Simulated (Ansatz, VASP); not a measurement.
## One calculation of BeTe, two programs

```
CELL_PARAMETERS angstrom
4.03085 0.00000 0.00000
-2.01543 3.49082 0.00000
0.00000 0.00000 8.14405
ATOMIC_POSITIONS crystal
Be 0.33333 0.66667 0.25000
Be 0.66667 0.33333 0.75000
Te 0.66667 0.33333 0.25000
Te 0.33333 0.66667 0.75000
```

Alike in both runs: task single point; functional r2SCAN; k mesh 6 × 6 × 4; no spin polarisation.

|  | VASP | Ansatz |
| --- | --- | --- |
| version | VASP 6.6.1 | Ansatz 0.2.0 |
| potentials or method | VASP PAW PBE potentials, release 64 (Be, Te) | plane waves, PAW |
| plane-wave cutoff (eV) | 520 | 500 |
| occupations | gaussian, width 0.01 eV | fixed |
| valence electrons in the cell | 16 | 36 |

VASP gave:

| Quantity | Value |
| --- | --- |
| gap on the k mesh at the Fermi level (eV) | 3.07 |
| pressure (GPa) | 0.1 |
| traceless stress, the component that is largest in VASP (GPa) | -0.07 |

Q: What did Ansatz give for the same quantities?

A: gap on the k mesh at the Fermi level (eV): 3.08; pressure (GPa): 0.0; traceless stress, the component that is largest in VASP (GPa): -0.01.

VASP's potentials were made for PBE, not for r2SCAN. VASP's potentials hold 16 valence electrons a cell and Ansatz's 36, so a difference there can come from the potentials and not from the codes.

Spin-orbit coupling is off throughout.
